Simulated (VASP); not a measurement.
A run of VASP 6.6.1:

File INCAR:

```
SYSTEM = Al
PREC     = Accurate       ! precision mode
ENCUT    = 520            ! plane-wave cutoff, eV
EDIFF    = 1E-6           ! SCF threshold, eV
ISMEAR   = 0              ! smearing method
SIGMA    = 0.15           ! smearing width, eV
LREAL    = .False.        ! projectors in reciprocal space
LASPH    = .True.         ! aspherical terms in the spheres
NELM     = 60             ! most SCF steps
ALGO     = Fast           ! electronic algorithm
ISIF     = 2              ! what is computed and relaxed
LWAVE    = .False.        ! write WAVECAR
LCHARG   = .False.        ! write CHGCAR
GGA      = PS             ! functional
NBANDS   = 10             ! bands
```

The input KPOINTS:

```
Automatic mesh
0
Gamma
  24 24 14
  0 0 0
```

File POSCAR:

```
Al
1.0
    2.9213219352      0.0000000000      0.0000000000
   -1.4606609676      2.5299390086      0.0000000000
    0.0000000000      0.0000000000      4.7532491867
Al
2
Direct
    0.6666666667      0.3333333333      0.7500000000
    0.3333333333      0.6666666667      0.2500000000
```

Potentials or basis: VASP PAW PBE potentials, release 64 (Al).

Command:

```console
$ cat potpaw_PBE.64/Al/POTCAR > POTCAR
$ mpirun -np 1 vasp_std > vasp.out
```

Hardware: 1 thread of AMD EPYC 7R43 64-Core Processor (Zen 3), with other jobs on the host.

Problem. Estimate the wall time of this run.

Solution. It took 3.9 min on 1 thread of AMD EPYC 7R43 64-Core Processor (Zen 3), on a shared host, peak memory 0.21 GiB. Counts: scf iterations 12, k points 488.
